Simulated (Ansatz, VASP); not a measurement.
In3Bi: VASP beside Ansatz

```
Bi In
1.0
     6.05252    0.00000    0.00000
     0.00000    6.05252    0.00000
     0.00000    0.00000    6.05252
Bi In
1 3
Direct
  0.00000 0.00000 0.00000
  0.50000 0.00000 0.00000
  0.00000 0.50000 0.00000
  0.00000 0.00000 0.50000
```

Alike in both runs: task single point; functional PBEsol; k mesh 7 × 7 × 7; occupations fermi-dirac, width 0.05 eV; no spin polarisation.

```csv
,VASP,Ansatz
version,VASP 6.6.1,Ansatz 0.2.0
potentials or method,"VASP PAW PBE potentials, release 64 (Bi_d, In_d), cutoff 520 eV","all-electron LAPW, scalar-relativistic"
```

```csv
,VASP,Ansatz,Ansatz less VASP
pressure (GPa),0.0,0.0,+0.04
```

VASP's potentials were made for PBE, not for PBEsol. Ansatz ran all-electron here, and VASP with PAW potentials.

Neither program's run includes spin-orbit coupling.
